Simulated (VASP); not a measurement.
Wanted: the native input for a VASP 6.6.1 run.

- Task: single point
- Functional: PBE
- Potentials or basis: VASP PAW PBE potentials, release 64 (Zr_sv, Si)
- Cutoff: 520 eV
- k mesh: 4 × 4 × 4
- Occupations: gaussian, width 0.1 eV
- Spin: no spin polarisation
- Dipole correction: no
- Further INCAR settings: ALGO = Normal; EDIFF = 1e-06; NBANDS = 20

The structure of ZrSi3 lies in POSCAR:

```
ZrSi3
1.0
    0.0000000000      3.2566493776      3.2566493776
    3.2566493776      0.0000000000      3.2566493776
    3.2566493776      3.2566493776      0.0000000000
Zr Si
1 3
Direct
    0.0000000000      0.0000000000      0.0000000000
    0.2500000000      0.2500000000      0.2500000000
    0.5000000000      0.5000000000      0.5000000000
    0.7500000000      0.7500000000      0.7500000000
```

The cell was generated, and may not be a known phase.

One way to write it, as run:

INCAR

```
PREC = Accurate
ENCUT = 520
EDIFF = 1E-6
ISMEAR = 0
SIGMA = 0.1
LREAL = F
LASPH = T
NELM = 60
ALGO = Normal
ISIF = 2
LWAVE = F
LCHARG = F
GGA = PE
NBANDS = 20
```

KPOINTS

```
Automatic mesh
0
Gamma
  4 4 4
```

Potentials or basis: VASP PAW PBE potentials, release 64 (Zr_sv, Si).

Run with:

```console
$ cat potpaw_PBE.64/Zr_sv/POTCAR potpaw_PBE.64/Si/POTCAR > POTCAR
$ mpirun -np 1 vasp_std > vasp.out
```

Results of the run:

```yaml
Pressure: -0.3 GPa
Band_gap_on_the_k_mesh: zero (bands 12 and 13 overlap by 1.75 eV)
```

Caveat: the k points lie up to 0.42 Å⁻¹ apart, too coarse for converged energies and pressures of a metal.

Run time: 25 s on 1 thread of Intel Xeon 8259CL, on a shared host, peak memory 0.2 GiB.
